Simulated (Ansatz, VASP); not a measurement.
# MoS2 in VASP and in Ansatz

The input INCAR:

```
PREC     = Accurate       # precision mode
ENCUT    = 500            # plane-wave cutoff, eV
EDIFF    = 1E-6           # SCF threshold, eV
ISMEAR   = 0              # smearing method
SIGMA    = 0.05           # smearing width, eV
LREAL    = False          # projectors in reciprocal space
LASPH    = True           # aspherical terms in the spheres
NELM     = 120            # most SCF steps
ALGO     = Normal         # electronic algorithm
ISIF     = 2              # what is computed and relaxed
LWAVE    = False          # write WAVECAR
LCHARG   = False          # write CHGCAR
GGA      = PE             # functional
IVDW     = 12             # dispersion correction
NBANDS   = 20             # bands
GGA_COMPAT= False
```

Contents of KPOINTS:

```
regular mesh
0
Gamma
  12 12 4
```

The input POSCAR:

```
MoS2
1.0
    3.0696848962      0.0000000000      0.0000000000
   -1.5348424481      2.6584251017      0.0000000000
    0.0000000000      0.0000000000      6.9945840045
Mo S
1 2
Direct
    0.0000000000      0.0000000000      0.0000000000
    0.3333333333      0.6666666667      0.2107069157
    0.3333333333      0.6666666667      0.7892930843
```

Input for Ansatz:

```yaml
crystal:
  lattice:
    - [3.0696848962, 0.0, 0.0]
    - [-1.5348424481, 2.6584251017, 0.0]
    - [0.0, 0.0, 6.9945840045]
  atoms:
    - { symbol: Mo, position: [0.0, 0.0, 0.0] }
    - { symbol: S, position: [0.3333333333, 0.6666666667, 0.2107069157] }
    - { symbol: S, position: [0.3333333333, 0.6666666667, 0.7892930843] }
basis:
  ecutwfc: 420
kpoints:
  mp_grid: { grid: [12, 12, 4] }
hamiltonian:
  xc: pbe
  dispersion: d3bj
scf:
  occupations: { method: gaussian, width: 0.05 }
output:
  forces: true
  stress: true
  eigenvalues: true
```

Alike in both runs: task single point; functional PBE; dispersion D3(BJ); k mesh 12 × 12 × 4; occupations gaussian, width 0.05 eV; no spin polarisation.

```csv
,VASP,Ansatz
version,VASP 6.6.1,Ansatz 0.2.0
potentials or method,"VASP PAW PBE potentials, release 64 (Mo_sv, S), cutoff 500 eV","scalar-relativistic, plane waves, PAW"
valence electrons in the cell,26,26
```

|  | VASP | Ansatz | Ansatz less VASP |
| --- | --- | --- | --- |
| gap on the k mesh at the Fermi level (eV) | 1.35 | 1.33 | -0.019 |
| least direct gap on the mesh (eV) | 1.86 | 1.85 | -0.006 |
| pressure (GPa) | 17.7 | 17.9 | +0.22 |
| traceless stress, the component that is largest in VASP (GPa) | 3.78 | 3.86 | +0.079 |
| rms of the force components (eV/Å) | 1.334 | 1.347 | +0.0133 |

Atom by atom the forces differ by 0.013 eV/Å (rms over components).
